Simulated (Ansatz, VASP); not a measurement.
Rh in VASP and in Ansatz

The input POSCAR:

```
Rh
1.0
    0.0000000000      1.8611670198      1.8611670198
    1.8611670198      0.0000000000      1.8611670198
    1.8611670198      1.8611670198      0.0000000000
Rh
1
Direct
    0.0000000000      0.0000000000      0.0000000000
```

File INCAR.step1:

```
PREC     = Accurate       # precision mode
ENCUT    = 520            # plane-wave cutoff, eV
ISMEAR   = 0              # smearing method
SIGMA    = 0.1            # smearing width, eV
LREAL    = F              # projectors in reciprocal space
LASPH    = T              # aspherical terms in the spheres
NELM     = 100            # most SCF steps
NBANDS   = 14             # bands
GGA      = PE             # functional
ALGO     = Normal         # electronic algorithm
EDIFF    = 1E-4           # SCF threshold, eV
LWAVE    = T              # write WAVECAR
LCHARG   = F              # write CHGCAR
```

INCAR.step2

```
PREC     = Accurate       # precision mode
ENCUT    = 520            # plane-wave cutoff, eV
EDIFF    = 1E-6           # SCF threshold, eV
ISMEAR   = 0              # smearing method
SIGMA    = 0.1            # smearing width, eV
LREAL    = F              # projectors in reciprocal space
LASPH    = T              # aspherical terms in the spheres
NELM     = 100            # most SCF steps
ALGO     = Normal         # electronic algorithm
ISIF     = 2              # what is computed and relaxed
LWAVE    = F              # write WAVECAR
LCHARG   = F              # write CHGCAR
METAGGA  = R2SCAN         # meta-GGA
LMIXTAU  = T            
NBANDS   = 14             # bands
ISTART   = 1
```

The input KPOINTS:

```
regular mesh
0
Gamma
  18 18 18
```

Input for Ansatz:

```yaml
crystal:
  lattice:
    - [0.0, 1.8611670198, 1.8611670198]
    - [1.8611670198, 0.0, 1.8611670198]
    - [1.8611670198, 1.8611670198, 0.0]
  atoms:
    - { symbol: Rh, position: [0.0, 0.0, 0.0] }
basis:
  ecutwfc: 500
kpoints:
  mp_grid: { grid: [18, 18, 18] }
hamiltonian:
  xc: r2scan
scf:
  occupations: { method: gaussian, width: 0.1 }
output:
  forces: true
  stress: true
  eigenvalues: true
```

Alike in both runs: task single point; functional r2SCAN; k mesh 18 × 18 × 18; occupations gaussian, width 0.1 eV; no spin polarisation.

|  | VASP | Ansatz |
| --- | --- | --- |
| version | VASP 6.6.1 | Ansatz 0.2.0 |
| potentials or method | VASP PAW PBE potentials, release 64 (Rh_pv), cutoff 520 eV | scalar-relativistic, plane waves, PAW |
| valence electrons in the cell | 15 | 17 |

```tsv
	VASP	Ansatz	Ansatz less VASP
gap on the k mesh at the Fermi level (eV)	none	none	-
pressure (GPa)	22.1	20.5	-1.63
```

VASP's potentials were made for PBE, not for r2SCAN. A gap of «none» marks a metal or a gap that the smearing closes. VASP's potentials hold 15 valence electrons a cell and Ansatz's 17, so a difference there can come from the potentials and not from the codes.
